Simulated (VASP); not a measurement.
# TiN (Fm-3m) in VASP: single point with LDA

Aim: the single point of TiN with LDA.

Program: VASP 6.6.1. These are calculated values, not measurements. Logs are shortened: lines on timing, memory, paths and dates and some standing lists are left out, and cuts for length are marked.

## (1) The cell of the first run

It takes space group Fm-3m (No. 225, cubic). Conventional cell: a = 4.173 Å, b = 4.173 Å, c = 4.173 Å, α = 90.00°, β = 90.00°, γ = 90.00°. Ti (site symmetry m-3m) has 6 N at 2.09 Å within 2.8 Å. Within 2.8 Å of N (site symmetry m-3m) lie 6 Ti at 2.09 Å.

## (2) Single point, LDA

Input file INCAR:

```
PREC = Accurate
ENCUT = 600
EDIFF = 1E-6
ISMEAR = 0
SIGMA = 0.1
LREAL = F
LASPH = T
NELM = 120
ALGO = Normal
ISIF = 2
LWAVE = F
LCHARG = F
NBANDS = 16
GGA_COMPAT = F
```

Input file KPOINTS:

```
regular mesh
0
Gamma
  8 8 8
```

Input file POSCAR:

```
TiN
1.0
    0.0000000000      2.0863455124      2.0863455124
    2.0863455124      0.0000000000      2.0863455124
    2.0863455124      2.0863455124      0.0000000000
Ti N
1 1
Direct
    0.0000000000      0.0000000000      0.0000000000
    0.5000000000      0.5000000000      0.5000000000
```

Potentials or basis: VASP PAW LDA potentials, release 64 (Ti_sv, N).

On the command line:

```bash
cat potpaw_LDA.64/Ti_sv/POTCAR potpaw_LDA.64/N/POTCAR > POTCAR
mpirun -np 1 vasp_std > vasp.out
```

OUTCAR:

```text
PREC = Accurate
   ENCUT = 600
   EDIFF = 1E-6
   ISMEAR = 0
   LREAL = F
   LASPH = T
   NELM = 120
   ISIF = 2

 ion  position               nearest neighbor table
   1  0.000  0.000  0.000-   2 2.09   2 2.09   2 2.09   2 2.09   2 2.09   2 2.09
   2  0.500  0.500  0.500-   1 2.09   1 2.09   1 2.09   1 2.09   1 2.09   1 2.09

  LATTYP: Found a face centered cubic cell.
 ALAT       =     4.1726910248

  Lattice vectors:

 A1 = (   0.0000000000,   2.0863455124,   2.0863455124)
 A2 = (   2.0863455124,   0.0000000000,   2.0863455124)
 A3 = (   2.0863455124,   2.0863455124,   0.0000000000)

Analysis of symmetry for initial positions (statically):
=====================================================================
 Subroutine PRICEL returns:
 Original cell was already a primitive cell.

 Routine SETGRP: Setting up the symmetry group for a
 face centered cubic supercell.

 Subroutine GETGRP returns: Found 48 space group operations
 (whereof 48 operations were pure point group operations)
 out of a pool of 48 trial point group operations.

The static configuration has the point symmetry O_h .

Analysis of symmetry for dynamics (positions and initial velocities):
=====================================================================
 Subroutine PRICEL returns:
 Original cell was already a primitive cell.

 Routine SETGRP: Setting up the symmetry group for a
 face centered cubic supercell.

 Subroutine GETGRP returns: Found 48 space group operations
 (whereof 48 operations were pure point group operations)
 out of a pool of 48 trial point group operations.

The dynamic configuration has the point symmetry O_h .

 Subroutine INISYM returns: Found 48 space group operations
 (whereof 48 operations are pure point group operations),
 and found     1 'primitive' translations

----------------------------------------------------------------------------------------

                                     Primitive cell

  volume of cell :      18.1630

  direct lattice vectors                    reciprocal lattice vectors
     0.000000000  2.086345512  2.086345512    -0.239653498  0.239653498  0.239653498
     2.086345512  0.000000000  2.086345512     0.239653498 -0.239653498  0.239653498
     2.086345512  2.086345512  0.000000000     0.239653498  0.239653498 -0.239653498

  length of vectors
     2.950538119  2.950538119  2.950538119     0.415092035  0.415092035  0.415092035

  position of ions in fractional coordinates (direct lattice)
     0.000000000  0.000000000  0.000000000
     0.500000000  0.500000000  0.500000000

  ion indices of the primitive-cell ions
   primitive index   ion index
                 1           1
                 2           2

----------------------------------------------------------------------------------------

 KPOINTS: regular mesh

Automatic generation of k-mesh.
 Grid dimensions read from file:
 generate k-points for:    8    8    8

 Generating k-lattice:

  Cartesian coordinates                     Fractional coordinates (reciprocal lattice)
    -0.029956687  0.029956687  0.029956687     0.125000000  0.000000000  0.000000000
     0.029956687 -0.029956687  0.029956687     0.000000000  0.125000000  0.000000000
     0.029956687  0.029956687 -0.029956687     0.000000000  0.000000000  0.125000000

  Length of vectors
     0.051886504  0.051886504  0.051886504

  Shift w.r.t. Gamma in fractional coordinates (k-lattice)
     0.000000000  0.000000000  0.000000000

 Subroutine IBZKPT returns following result:
 ===========================================

 Found     29 irreducible k-points:

 Following reciprocal coordinates:
            Coordinates               Weight
  0.000000  0.000000  0.000000      1.000000
  0.125000  0.000000  0.000000      8.000000
  0.250000  0.000000  0.000000      8.000000
  0.375000  0.000000  0.000000      8.000000
  0.500000  0.000000  0.000000      4.000000
  0.125000  0.125000  0.000000      6.000000
[... 16 lines left out ...]
  0.500000  0.250000  0.125000     48.000000
 -0.375000  0.250000  0.125000     24.000000
 [... further k-points ...]
   k-points           NKPTS =     29   k-points in BZ     NKDIM =     29   number of bands    NBANDS=     16
   number of dos      NEDOS =    301   number of ions     NIONS =      2
   total plane-waves  NPLWV =  13824
   dimension x,y,z NGX =    24 NGY =   24 NGZ =   24
   dimension x,y,z NGXF=    48 NGYF=   48 NGZF=   48
   ions per type =               1   1
   NGX,Y,Z   is equivalent  to a cutoff of  13.52, 13.52, 13.52 a.u.
   NGXF,Y,Z  is equivalent  to a cutoff of  27.05, 27.05, 27.05 a.u.
 SYSTEM =  unknown system
   PREC   = accura    normal or accurate (medium, high low for compatibility)
   ISTART =      0    job   : 0-new  1-cont  2-samecut
   ICHARG =      2    charge: 1-file 2-atom 10-const
   ISPIN  =      1    spin polarized calculation?
   LNONCOLLINEAR =      F non collinear calculations
   LSORBIT =      F    spin-orbit coupling
   LASPH  =      T    aspherical Exc in radial PAW
   ENCUT  =  600.0 eV  44.10 Ry    6.64 a.u.   5.89  5.89  5.89*2*pi/ulx,y,z
   NELM   =    120;   NELMIN=  2; NELMDL= -5     # of ELM steps
   EDIFF  = 0.1E-05   stopping-criterion for ELM
   LREAL  =      F    real-space projection
   EDIFFG = 0.1E-04   stopping-criterion for IOM
   NSW    =      0    number of steps for IOM
   IBRION =     -1    ionic relax: 0-MD 1-quasi-New 2-CG
   NFREE  =      0    steps in history (QN), initial steepest desc. (CG)
   ISIF   =      2    stress and relaxation
   ISYM   =      2    0-nonsym 1-usesym 2-fastsym
   POTIM  = 0.5000    time-step for ionic-motion
   TEBEG  =    0.0;   TEEND  =   0.0 temperature during run
   PSTRESS=    0.0 pullay stress
   NELECT =      17.0000    total number of electrons
   NUPDOWN=      -1.0000    fix difference up-down
   EMIN   =  10.00;   EMAX   =-10.00  energy-range for DOS
   EFERMI =   0.00;   METHOD = LEGACY
   ISMEAR =     0;   SIGMA  =   0.10  broadening in eV -4-tet -1-fermi 0-gaus
   EFERMI_NEDOS =   21; number of points for ismear=-14 and -15
   IALGO  =     38    algorithm
   IMIX   =      4    mixing-type and parameters
     AMIX     =   0.40;   BMIX     =  1.00
     AMIX_MAG =   1.60;   BMIX_MAG =  1.00
  volume/ion in A,a.u.               =       9.08        61.29
  Fermi-wavevector in a.u.,A,eV,Ry     =   1.601382  3.026173 34.891105  2.564424
  Thomas-Fermi vector in A             =   2.698369
   LORBIT       =      0    0 simple, 1 ext, 2 COOP (PROOUT), +10 PAW based schemes
   GGA     = CA    functional components
   LHFCALC =     F    Hartree Fock is set to
   AEXX    =    0.0000 exact exchange contribution
   IVDW    =     0    specifies the selected vdW correction
   LEPSILON=     F    determine dielectric tensor
   LRPA    =     F    only Hartree local field effects (RPA)
 non-spin polarized calculation
 Gauss-broadening in eV      SIGMA  =   0.10
  energy-cutoff  :      600.00
  volume of cell :       18.16
 maximum number of plane-waves:       620
   NGX = 11   NGY = 11   NGZ = 11

 number of electron      16.9999996 magnetization

 Free energy of the ion-electron system (eV)
  ---------------------------------------------------
  ext. energy  EPLUGINS =         0.00000000
  ---------------------------------------------------
  free energy    TOTEN  =       -21.66199587 eV

  energy without entropy =      -21.65357148  energy(sigma->0) =      -21.65778367

 E-fermi :  11.8740     XC(G=0): -13.6429

 val. band max:       11.8670292480   @ k =   0.3750   0.1250   0.0000
 cond. band min:      11.8987362654   @ k =  -0.3750   0.3750   0.1250
 fundamental gap:      0.0317070174
 Fermi energy:        11.8740085436

 k-point     1 :       0.0000    0.0000    0.0000
  band No.  band energies     occupation
      1     -45.2069      2.00000
      2     -21.5236      2.00000
      3     -21.5236      2.00000
      4     -21.5236      2.00000
      5      -5.2762      2.00000
      6       9.7909      2.00000
[... 8 lines left out ...]
     15      25.1859      0.00000
     16      32.3308      0.00000

 k-point     2 :       0.1250    0.0000    0.0000
  band No.  band energies     occupation
      1     -45.1883      2.00000
      2     -21.6472      2.00000
      3     -21.5334      2.00000
      4     -21.5334      2.00000
      5      -4.9459      2.00000
      6       8.3608      2.00000
[... 8 lines left out ...]
     15      25.4182      0.00000
     16      31.8203      0.00000

 k-point     3 :       0.2500    0.0000    0.0000
  band No.  band energies     occupation
      1     -45.1431      2.00000
      2     -21.9362      2.00000
      3     -21.5571      2.00000
      4     -21.5571      2.00000
      5      -4.0829      2.00000
      6       6.1634      2.00000
[... 8 lines left out ...]
     15      25.2129      0.00000
     16      29.9710      0.00000

 k-point     4 :       0.3750    0.0000    0.0000
  band No.  band energies     occupation
      1     -45.0974      2.00000
      2     -22.2130      2.00000
      3     -21.5807      2.00000
      4     -21.5807      2.00000
      5      -3.0529      2.00000
      6       4.2929      2.00000
[... 8 lines left out ...]
     15      25.6262      0.00000
     16      27.7719      0.00000
[... 324 lines left out ...]
 k-point    22 :       0.3750    0.2500    0.1250
  band No.  band energies     occupation
      1     -45.1095      2.00000
      2     -21.9875      2.00000
      3     -21.6996      2.00000
      4     -21.5974      2.00000
      5      -3.7217      2.00000
      6       5.3146      2.00000
[... 8 lines left out ...]
     15      25.2943      0.00000
     16      27.5795      0.00000

 k-point    23 :       0.5000    0.2500    0.1250
  band No.  band energies     occupation
      1     -45.0728      2.00000
      2     -22.1315      2.00000
      3     -21.7712      2.00000
      4     -21.6346      2.00000
      5      -3.1640      2.00000
      6       4.7409      2.00000
[... 8 lines left out ...]
     15      24.9403      0.00000
     16      26.4511      0.00000

 k-point    24 :      -0.3750    0.2500    0.1250
  band No.  band energies     occupation
      1     -45.0576      2.00000
      2     -22.1937      2.00000
      3     -21.7895      2.00000
      4     -21.6577      2.00000
      5      -2.9215      2.00000
      6       4.5046      2.00000
[... 8 lines left out ...]
     15      25.1669      0.00000
     16      26.1886      0.00000

 [... further k-points ...]

------------------------ aborting loop because EDIFF is reached ----------------------------------------

  FORCE on cell =-STRESS in cart. coord.  units (eV):
  Direction    XX          YY          ZZ          XY          YZ          ZX
  --------------------------------------------------------------------------------------
  -------------------------------------------------------------------------------------
  Total        0.1092130      0.1092130      0.1092130     -0.0000000      0.0000000     -0.0000000
  in kB        9.6337646      9.6337646      9.6337646     -0.0000000      0.0000000     -0.0000000
  external PRESSURE =       9.6337646 kB  Pullay stress =       0.0000000 kB

 VOLUME and BASIS-vectors are now :
 -----------------------------------------------------------------------------
  energy-cutoff  :      600.00
  volume of cell :       18.16
      direct lattice vectors                 reciprocal lattice vectors
     0.000000000  2.086345512  2.086345512    -0.239653498  0.239653498  0.239653498
     2.086345512  0.000000000  2.086345512     0.239653498 -0.239653498  0.239653498
     2.086345512  2.086345512  0.000000000     0.239653498  0.239653498 -0.239653498

 POSITION                                       TOTAL-FORCE (eV/Angst)
 -----------------------------------------------------------------------------------
      0.00000      0.00000      0.00000         0.000000      0.000000      0.000000
      2.08635      2.08635      2.08635         0.000000      0.000000     -0.000000
 -----------------------------------------------------------------------------------
    total drift:                                0.000000     -0.000000     -0.000000

  FREE ENERGIE OF THE ION-ELECTRON SYSTEM (eV)
  ---------------------------------------------------
  free  energy   TOTEN  =       -21.6619958656 eV

  energy  without entropy=      -21.6535714814  energy(sigma->0) =      -21.65778367
```

It took 17 s on 1 thread of Intel Xeon 8259CL, shared host; peak memory 0.13 GiB.

Results:

* Free energy: -21.6620 eV
* Pressure: 1.0 GPa
